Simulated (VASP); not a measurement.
CrO2:

```
CELL_PARAMETERS angstrom
4.47134 0.00000 0.00000
0.00000 4.47134 0.00000
0.00000 0.00000 2.99518
ATOMIC_POSITIONS crystal
Cr 0.00000 0.50000 0.23845
Cr 0.50000 0.00000 0.76155
O 0.70171 0.20171 0.25362
O 0.29829 0.79829 0.25362
O 0.20171 0.29829 0.74638
O 0.79829 0.70171 0.74638
```

- Program: VASP 6.6.1
- Task: relaxation of cell and atoms
- Functional: PBEsol
- Potentials or basis: VASP PAW PBE potentials, release 64 (Cr_pv, O)
- Cutoff: 600 eV
- k mesh: 5 × 5 × 7
- Occupations: methfessel-paxton, width 0.05 eV
- Spin: collinear spin, ferromagnetic start
- Starting moments: [3.9, 3.9, 0.0, 0.0, 0.0, 0.0] μB
- Hubbard terms: Cr d U = 4.4 eV, J = 0.9 eV

At the start: pressure -9.1 GPa; volume 9.98 Å³/atom.

How do energy, volume and symmetry change on relaxing?

Over 9 steps the energy falls by 17.6 meV/atom and the volume is 9.56 Å³/atom (-4.2 %); space group P-42_1m (No. 113, to 0.1 Å) before, P4_2/mnm (No. 136, to 0.1 Å); moment 4.00 μB per cell.

Step by step:
```csv
step,energy change (eV),largest force (eV/Å),pressure (GPa),volume (Å³)
1,0.0000,0.4320,-9.08,59.88
2,-0.0266,0.2270,10.49,55.11
3,-0.0944,0.2783,0.63,57.20
4,-0.1025,0.1100,0.20,57.33
5,-0.1031,0.1117,0.04,57.38
6,-0.1050,0.0426,-0.23,57.43
7,-0.1052,0.0118,-0.47,57.46
8,-0.1052,0.0139,0.57,57.22
9,-0.1054,0.0086,0.05,57.35
```

Final structure:
```
Cr O
1.0
     4.40555    0.00000    0.00000
     0.00000    4.40555    0.00000
     0.00000    0.00000    2.95494
Cr O
2 4
Cartesian
  0.0000 2.2028 0.7381
  2.2028 0.0000 2.2169
  3.0774 0.8746 0.7388
  1.3281 3.5309 0.7388
  0.8746 1.3281 2.2161
  3.5309 3.0774 2.2161
```

Caveat: the PAW data sets were made with another functional, which shifts forces and pressure a little; the run started ferromagnetic, and an antiferromagnetic order may lie lower in energy.
